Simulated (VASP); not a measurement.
# CdS (P1) in VASP: single point with PBEsol

Aim: the single point of CdS with PBEsol.

Everything below comes from runs of VASP 6.6.1. Logs are shortened: lines on timing, memory, paths and dates and some standing lists are left out, and cuts for length are marked.

## 1. The cell of the first run

The typed cell holds 4 atoms: a = 4.136 Å, b = 4.189 Å, c = 6.751 Å, α = 90.62°, β = 91.71°, γ = 121.27°.

## 2. Single point, PBEsol (equal xy, yz and zx shear strains of -3 %)

Contents of INCAR:

```
SYSTEM = CdS
PREC     = Accurate       ! precision mode
ENCUT    = 520            ! plane-wave cutoff, eV
EDIFF    = 1E-6           ! SCF threshold, eV
ISMEAR   = -1             ! smearing method
SIGMA    = 0.01           ! smearing width, eV
LREAL    = .False.        ! projectors in reciprocal space
LASPH    = .True.         ! aspherical terms in the spheres
NELM     = 80             ! most SCF steps
ALGO     = Normal         ! electronic algorithm
ISIF     = 2              ! what is computed and relaxed
LWAVE    = .False.        ! write WAVECAR
LCHARG   = .True.         ! write CHGCAR
GGA      = PS             ! functional
LELF     = .True.         ! ELF
LVHAR    = .True.       
NBANDS   = 26             ! bands
```

Contents of KPOINTS:

```
Automatic mesh
0
Gamma
  7 7 4
  0 0 0
```

Contents of POSCAR:

```
CdS
1.0
    4.1347992034     -0.0620219880     -0.0620219880
   -2.1211122190      3.6118521437     -0.0227016232
   -0.1012350000     -0.1012350000      6.7490000000
Cd S
2 2
Direct
    0.3333333333      0.6666666667      0.0000000000
    0.6666666667      0.3333333333      0.5000000000
    0.3333333333      0.6666666667      0.3850000000
    0.6666666667      0.3333333333      0.8850000000
```

Potentials or basis: VASP PAW PBE potentials, release 64 (Cd, S).

Launch:

```bash
$ cat potpaw_PBE.64/Cd/POTCAR potpaw_PBE.64/S/POTCAR > POTCAR
$ mpirun -np 1 vasp_std > vasp.out
```

OUTCAR:

```text
SYSTEM = CdS
   PREC = Accurate
   ENCUT = 520
   EDIFF = 1E-6
   ISMEAR = -1
   LREAL = .False.
   LASPH = .True.
   NELM = 80
   ISIF = 2
   GGA = PS

 ion  position               nearest neighbor table
   1  0.333  0.667  0.000-   4 2.45   4 2.53   4 2.55   3 2.60
   2  0.667  0.333  0.500-   3 2.49   3 2.51   3 2.53   4 2.60
   3  0.333  0.667  0.385-   2 2.49   2 2.51   2 2.53   1 2.60
   4  0.667  0.333  0.885-   1 2.45   1 2.53   1 2.55   2 2.60

  LATTYP: Found a triclinic cell.
 ALAT       =     4.0820837198
 B/A-ratio  =     1.0131417463
 C/A-ratio  =     1.6536942448
 COS(alpha) =     0.0297616073
 COS(beta)  =     0.0411893907
 COS(gamma) =     0.4804578458

  Lattice vectors:

 A1 = (   2.0136869844,   3.5498301557,  -0.0847236112)
 A2 = (   4.1347992034,  -0.0620219880,  -0.0620219880)
 A3 = (   0.1012350000,   0.1012350000,  -6.7490000000)

Analysis of symmetry for initial positions (statically):
=====================================================================
 Subroutine PRICEL returns:
 Original cell was already a primitive cell.

 Routine SETGRP: Setting up the symmetry group for a
 triclinic supercell.

 Subroutine GETGRP returns: Found  1 space group operations
 (whereof  1 operations were pure point group operations)
 out of a pool of  2 trial point group operations.

The static configuration has the point symmetry C_1 .

Analysis of symmetry for dynamics (positions and initial velocities):
=====================================================================
 Subroutine PRICEL returns:
 Original cell was already a primitive cell.

 Routine SETGRP: Setting up the symmetry group for a
 triclinic supercell.

 Subroutine GETGRP returns: Found  1 space group operations
 (whereof  1 operations were pure point group operations)
 out of a pool of  2 trial point group operations.

The dynamic configuration has the point symmetry C_1 .

 Subroutine INISYM returns: Found  1 space group operations
 (whereof  1 operations are pure point group operations),
 and found     1 'primitive' translations

----------------------------------------------------------------------------------------

                                     Primitive cell

  volume of cell :      99.8580

  direct lattice vectors                    reciprocal lattice vectors
     4.134799203 -0.062021988 -0.062021988     0.244087601  0.143380491  0.005812021
    -2.121112219  3.611852144 -0.022701623     0.004254695  0.279391634  0.004254695
    -0.101235000 -0.101235000  6.749000000     0.002257429  0.002257429  0.148237822

  length of vectors
     4.135729429  4.188688138  6.750518354     0.283143959  0.279456419  0.148272195

  position of ions in fractional coordinates (direct lattice)
     0.333333333  0.666666667  0.000000000
     0.666666667  0.333333333  0.500000000
     0.333333333  0.666666667  0.385000000
     0.666666667  0.333333333  0.885000000

  ion indices of the primitive-cell ions
   primitive index   ion index
                 1           1
                 2           2
                 3           3
                 4           4

----------------------------------------------------------------------------------------

 KPOINTS: Automatic mesh

Automatic generation of k-mesh.
 Grid dimensions read from file:
 generate k-points for:    7    7    4

 Generating k-lattice:

  Cartesian coordinates                     Fractional coordinates (reciprocal lattice)
     0.034869657  0.020482927  0.000830289     0.142857143  0.000000000  0.000000000
     0.000607814  0.039913091  0.000607814    -0.000000000  0.142857143 -0.000000000
     0.000564357  0.000564357  0.037059456     0.000000000  0.000000000  0.250000000

  Length of vectors
     0.040449137  0.039922346  0.037068049

  Shift w.r.t. Gamma in fractional coordinates (k-lattice)
     0.000000000  0.000000000  0.000000000

 Subroutine IBZKPT returns following result:
 ===========================================

 Found     99 irreducible k-points:

 Following reciprocal coordinates:
            Coordinates               Weight
  0.000000  0.000000  0.000000      1.000000
  0.142857  0.000000  0.000000      2.000000
  0.285714  0.000000  0.000000      2.000000
  0.428571  0.000000  0.000000      2.000000
 -0.000000  0.142857  0.000000      2.000000
  0.142857  0.142857  0.000000      2.000000
[... 16 lines left out ...]
 -0.428571  0.428571  0.000000      2.000000
 -0.285714  0.428571 -0.000000      2.000000
 [... further k-points ...]
   k-points           NKPTS =     99   k-points in BZ     NKDIM =     99   number of bands    NBANDS=     26
   number of dos      NEDOS =    301   number of ions     NIONS =      4
   total plane-waves  NPLWV =  51200
   dimension x,y,z NGX =    32 NGY =   32 NGZ =   50
   dimension x,y,z NGXF=    64 NGYF=   64 NGZF=  100
   ions per type =               2   2
   NGX,Y,Z   is equivalent  to a cutoff of  12.86, 12.70, 12.31 a.u.
   NGXF,Y,Z  is equivalent  to a cutoff of  25.73, 25.40, 24.63 a.u.
 SYSTEM =  CdS
   PREC   = accura    normal or accurate (medium, high low for compatibility)
   ISTART =      0    job   : 0-new  1-cont  2-samecut
   ICHARG =      2    charge: 1-file 2-atom 10-const
   ISPIN  =      1    spin polarized calculation?
   LNONCOLLINEAR =      F non collinear calculations
   LSORBIT =      F    spin-orbit coupling
   LASPH  =      T    aspherical Exc in radial PAW
   ENCUT  =  520.0 eV  38.22 Ry    6.18 a.u.   7.69  7.79 12.55*2*pi/ulx,y,z
   NELM   =     80;   NELMIN=  2; NELMDL= -5     # of ELM steps
   EDIFF  = 0.1E-05   stopping-criterion for ELM
   LREAL  =      F    real-space projection
   EDIFFG = 0.1E-04   stopping-criterion for IOM
   NSW    =      0    number of steps for IOM
   IBRION =     -1    ionic relax: 0-MD 1-quasi-New 2-CG
   NFREE  =      0    steps in history (QN), initial steepest desc. (CG)
   ISIF   =      2    stress and relaxation
   ISYM   =      2    0-nonsym 1-usesym 2-fastsym
   POTIM  = 0.5000    time-step for ionic-motion
   TEBEG  =    0.0;   TEEND  =   0.0 temperature during run
   PSTRESS=    0.0 pullay stress
   NELECT =      36.0000    total number of electrons
   NUPDOWN=      -1.0000    fix difference up-down
   EMIN   =  10.00;   EMAX   =-10.00  energy-range for DOS
   EFERMI =   0.00;   METHOD = LEGACY
   ISMEAR =    -1;   SIGMA  =   0.01  broadening in eV -4-tet -1-fermi 0-gaus
   EFERMI_NEDOS =   21; number of points for ismear=-14 and -15
   IALGO  =     38    algorithm
   IMIX   =      4    mixing-type and parameters
     AMIX     =   0.40;   BMIX     =  1.00
     AMIX_MAG =   1.60;   BMIX_MAG =  1.00
  volume/ion in A,a.u.               =      24.96       168.47
  Fermi-wavevector in a.u.,A,eV,Ry     =   1.165149  2.201812 18.470887  1.357572
  Thomas-Fermi vector in A             =   2.301678
   LORBIT       =      0    0 simple, 1 ext, 2 COOP (PROOUT), +10 PAW based schemes
   GGA     = PS    functional components
   LHFCALC =     F    Hartree Fock is set to
   AEXX    =    0.0000 exact exchange contribution
   IVDW    =     0    specifies the selected vdW correction
   LEPSILON=     F    determine dielectric tensor
   LRPA    =     F    only Hartree local field effects (RPA)
 non-spin polarized calculation
  energy-cutoff  :      520.00
  volume of cell :       99.86
 maximum number of plane-waves:      2707
   NGX = 15   NGY = 15   NGZ = 25

 number of electron      35.9999994 magnetization

 Free energy of the ion-electron system (eV)
  ---------------------------------------------------
  ext. energy  EPLUGINS =         0.00000000
  ---------------------------------------------------
  free energy    TOTEN  =       -13.58974758 eV

  energy without entropy =      -13.58974758  energy(sigma->0) =      -13.58974758

 E-fermi :   1.4508     XC(G=0):  -9.3402

 val. band max:        1.2254847663   @ k =   0.0000   0.0000   0.0000
 cond. band min:       2.2341947516   @ k =   0.0000   0.0000   0.0000
 fundamental gap:      1.0087099853
 Fermi energy:         1.4508240733

 k-point     1 :       0.0000    0.0000    0.0000
  band No.  band energies     occupation
      1     -11.1997      2.00000
      2     -10.7744      2.00000
      3      -6.5684      2.00000
      4      -6.5513      2.00000
      5      -6.4985      2.00000
      6      -6.4843      2.00000
[... 18 lines left out ...]
     25       8.5166      0.00000
     26       8.9221      0.00000

 k-point     2 :       0.1429    0.0000    0.0000
  band No.  band energies     occupation
      1     -11.1232      2.00000
      2     -10.7387      2.00000
      3      -6.5281      2.00000
      4      -6.5136      2.00000
      5      -6.4551      2.00000
      6      -6.4440      2.00000
[... 18 lines left out ...]
     25       8.6311      0.00000
     26       8.9541      0.00000

 k-point     3 :       0.2857    0.0000    0.0000
  band No.  band energies     occupation
      1     -10.9422      2.00000
      2     -10.6670      2.00000
      3      -6.4461      2.00000
      4      -6.4355      2.00000
      5      -6.3423      2.00000
      6      -6.3242      2.00000
[... 18 lines left out ...]
     25       9.2464      0.00000
     26       9.6934      0.00000

 k-point     4 :       0.4286    0.0000    0.0000
  band No.  band energies     occupation
      1     -10.7771      2.00000
      2     -10.6297      2.00000
      3      -6.4111      2.00000
      4      -6.4060      2.00000
      5      -6.2422      2.00000
      6      -6.2328      2.00000
[... 18 lines left out ...]
     25       9.5866      0.00000
     26      10.8304      0.00000
[... 496 lines left out ...]
      1     -10.7530      2.00000
      2     -10.6332      2.00000
      3      -6.4469      2.00000
      4      -6.3916      2.00000
      5      -6.2774      2.00000
      6      -6.1849      2.00000
[... 18 lines left out ...]
     25       9.9027      0.00000
     26      10.4540      0.00000

 k-point    23 :      -0.4286    0.4286    0.0000
  band No.  band energies     occupation
      1     -10.8064      2.00000
      2     -10.6360      2.00000
      3      -6.4408      2.00000
      4      -6.4328      2.00000
      5      -6.2897      2.00000
      6      -6.2124      2.00000
[... 18 lines left out ...]
     25       9.4830      0.00000
     26      10.6090      0.00000

 k-point    24 :      -0.2857    0.4286   -0.0000
  band No.  band energies     occupation
      1     -10.8428      2.00000
      2     -10.6417      2.00000
      3      -6.4591      2.00000
      4      -6.4120      2.00000
      5      -6.3088      2.00000
      6      -6.2469      2.00000
[... 18 lines left out ...]
     25       9.0811      0.00000
     26      10.0711      0.00000

 [... further k-points ...]

------------------------ aborting loop because EDIFF is reached ----------------------------------------

  FORCE on cell =-STRESS in cart. coord.  units (eV):
  Direction    XX          YY          ZZ          XY          YZ          ZX
  --------------------------------------------------------------------------------------
  -------------------------------------------------------------------------------------
  Total        0.4304520      0.3952265     -0.9601861      0.8138389      0.4588929      0.4612397
  in kB        6.9064137      6.3412359    -15.4057658     13.0576889      7.3627348      7.4003893
  external PRESSURE =      -0.7193721 kB  Pullay stress =       0.0000000 kB

 VOLUME and BASIS-vectors are now :
 -----------------------------------------------------------------------------
  energy-cutoff  :      520.00
  volume of cell :       99.86
      direct lattice vectors                 reciprocal lattice vectors
     4.134799203 -0.062021988 -0.062021988     0.244087601  0.143380491  0.005812021
    -2.121112219  3.611852144 -0.022701623     0.004254695  0.279391634  0.004254695
    -0.101235000 -0.101235000  6.749000000     0.002257429  0.002257429  0.148237822

 POSITION                                       TOTAL-FORCE (eV/Angst)
 -----------------------------------------------------------------------------------
     -0.03581      2.38723     -0.03581         0.333363      0.142598      0.270447
      1.99888      1.11199      3.32558        -0.063854      0.123939      0.256631
     -0.07478      2.34825      2.56256         0.100645     -0.124311     -0.252169
      1.95990      1.07301      5.92395        -0.370154     -0.142226     -0.274908
 -----------------------------------------------------------------------------------
    total drift:                               -0.000081     -0.000000     -0.000548

  FREE ENERGIE OF THE ION-ELECTRON SYSTEM (eV)
  ---------------------------------------------------
  free  energy   TOTEN  =       -13.5897475847 eV

  energy  without entropy=      -13.5897475847  energy(sigma->0) =      -13.58974758
```

Wall time 5.5 min (1 thread of Intel Xeon 8259CL, shared host); peak memory 0.36 GiB.

What came out:

| Quantity | Value |
| --- | --- |
| Free energy | -13.5897 eV |
| Pressure | -0.1 GPa |
| Largest force | 0.483 eV/Å |
| Band gap on the k mesh | 1.01 eV |

Forces on the atoms (eV/Å):
```
Cd   0.333  0.143  0.270
Cd  -0.064  0.124  0.257
S    0.101 -0.124 -0.252
S   -0.370 -0.142 -0.275
```

Stress tensor (GPa, compression positive):
```
 0.69  1.31  0.74
 1.31  0.63  0.74
 0.74  0.74 -1.54
```

Caveat: the cell differs from its parent crystal (equal xy, yz and zx shear strains of -3 %); the PAW data sets were made with another functional, which shifts forces and pressure a little.
